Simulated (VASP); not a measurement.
Runs of VASP 6.6.1 on Al. The structure is that of space group Im-3m (No. 229), or close to it. The cells are those of the table. 

| cell | gap on the mesh (eV) | pressure (GPa) |
| --- | --- | --- |
| a = 2.792 Å, angles 109.5°, 1 atom | none | -2.7 |
| a = 2.681 Å, angles 109.5°, 1 atom | none | 8.1 |
| a = 2.719 Å, angles 109.5°, 1 atom | none | (a) |
| a = 2.756 Å, angles 109.5°, 1 atom | none | 0.1 |
| a = 2.828 Å, angles 109.5°, 1 atom | none | (b) |

Alike in all rows: task single point; level LDA; potentials or basis VASP PAW LDA potentials, release 64 (Al); no spin polarisation; k mesh 13 × 13 × 13; cutoff (eV) 520; smearing fermi-dirac 0.05 eV.

Problem. Estimate the missing entries.

Solution. (a) 3.7; (b) -4.9.

A gap of «none» marks levels without a gap at the run's occupations.
